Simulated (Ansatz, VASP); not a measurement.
**One calculation of Ir, two programs**

The input INCAR:

```
SYSTEM = Ir
ALGO = Normal ; EDIFF = 1E-7
ENCUT = 520 ; GGA = PS
ISIF = 2 ; ISMEAR = 0
LASPH = .True. ; LCHARG = .False.
LREAL = .False. ; LWAVE = .False.
NBANDS = 16 ; NELM = 100
PREC = Accurate ; SIGMA = 0.15
```

File KPOINTS:

```
k-points
0
Gamma
  18 18 12
  0 0 0
```

The input POSCAR:

```
Ir
1.0
    2.7926485630      0.0000000000      0.0000000000
   -1.3963242815      2.4185045994      0.0000000000
    0.0000000000      0.0000000000      4.3953556500
Ir
2
Direct
    0.6666666667      0.3333333333      0.7500000000
    0.3333333333      0.6666666667      0.2500000000
```

Input for Ansatz:

```yaml
crystal:
  lattice:
    - [2.792648563, 0.0, 0.0]
    - [-1.3963242815, 2.4185045994, 0.0]
    - [0.0, 0.0, 4.39535565]
  atoms:
    - { symbol: Ir, position: [0.6666666667, 0.3333333333, 0.75] }
    - { symbol: Ir, position: [0.3333333333, 0.6666666667, 0.25] }
basis:
  ecutwfc: 420
kpoints:
  mp_grid: { grid: [18, 18, 12] }
hamiltonian:
  xc: pbesol
scf:
  occupations: { method: gaussian, width: 0.15 }
output:
  forces: true
  stress: true
  eigenvalues: true
```

Change from the starting cell: strain +0.015 along x and y, -0.015 along z, atoms carried along.

Alike in both runs: task single point; functional PBEsol; k mesh 18 × 18 × 12; occupations gaussian, width 0.15 eV; no spin polarisation.

|  | VASP | Ansatz |
| --- | --- | --- |
| version | VASP 6.6.1 | Ansatz 0.2.0 |
| potentials or method | VASP PAW PBE potentials, release 64 (Ir), cutoff 520 eV | scalar-relativistic, plane waves, PAW |
| valence electrons in the cell | 18 | 34 |

```csv
,VASP,Ansatz,Ansatz less VASP
gap on the k mesh at the Fermi level (eV),none,none,-
pressure (GPa),-15.8,-16.5,-0.66
"traceless stress, the component that is largest in VASP (GPa)",6.11,6.08,-0.036
```

VASP's potentials were made for PBE, not for PBEsol. A gap of «none» marks a metal or a gap that the smearing closes. With one functional, cell and mesh, what is left measures potentials, basis and numerics. VASP's potentials hold 18 valence electrons a cell and Ansatz's 34, so a difference there can come from the potentials and not from the codes.

Neither program's run includes spin-orbit coupling.
